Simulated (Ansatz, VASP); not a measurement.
Ag in VASP and in Ansatz

Contents of INCAR:

```
SYSTEM = Ag
PREC = Accurate
ENCUT = 520
EDIFF = 1E-7
ISMEAR = -1
SIGMA = 0.1
LREAL = .False.
LASPH = .True.
NELM = 60
ALGO = Normal
ISIF = 2
LWAVE = .False.
LCHARG = .False.
GGA = PE
NBANDS = 18
```

The input KPOINTS:

```
Automatic mesh
0
Gamma
  14 14 14
  0 0 0
```

Contents of POSCAR:

```
Ag
1.0
    0.0000000000      3.1478096294      3.1478096294
    3.1478096294      0.0000000000      3.1478096294
    3.1478096294      3.1478096294      0.0000000000
Ag
2
Direct
    0.1250000000      0.1250000000      0.1250000000
    0.8750000000      0.8750000000      0.8750000000
```

Input for Ansatz:

```yaml
crystal:
  lattice:
    - [0.0, 3.1478096294, 3.1478096294]
    - [3.1478096294, 0.0, 3.1478096294]
    - [3.1478096294, 3.1478096294, 0.0]
  atoms:
    - { symbol: Ag, position: [0.125, 0.125, 0.125] }
    - { symbol: Ag, position: [0.875, 0.875, 0.875] }
hamiltonian:
  xc: pbe
  pseudopotentials:
    kind: paw
    azcp:
      Ag: "pseudopotentials/Ag.paw.azcp"
basis:
  ecutwfc: 420
  fft_grid_basis: typed
kpoints:
  mp_grid: { grid: [14, 14, 14], shift: [0, 0, 0] }
magnetization:
  spin_polarized: false
scf:
  occupations: { method: fermi_dirac, width: 0.1 }
output:
  stress: true
```

Alike in both runs: task single point; functional PBE; k mesh 14 × 14 × 14; occupations fermi-dirac, width 0.1 eV; no spin polarisation.

|  | VASP | Ansatz |
| --- | --- | --- |
| version | VASP 6.6.1 | Ansatz 0.2.0 |
| potentials or method | VASP PAW PBE potentials, release 64 (Ag), cutoff 520 eV | plane waves (420 eV) with PAW, scalar-relativistic |
| valence electrons in the cell | 22 | 38 |

```csv
,VASP,Ansatz,Ansatz less VASP
pressure (GPa),-1.0,-1.0,+0.04
```

The functional is the same, so the differences come from potentials, cutoffs and numerics. VASP's potentials hold 22 valence electrons a cell and Ansatz's 38, so a difference there can come from the potentials and not from the codes.
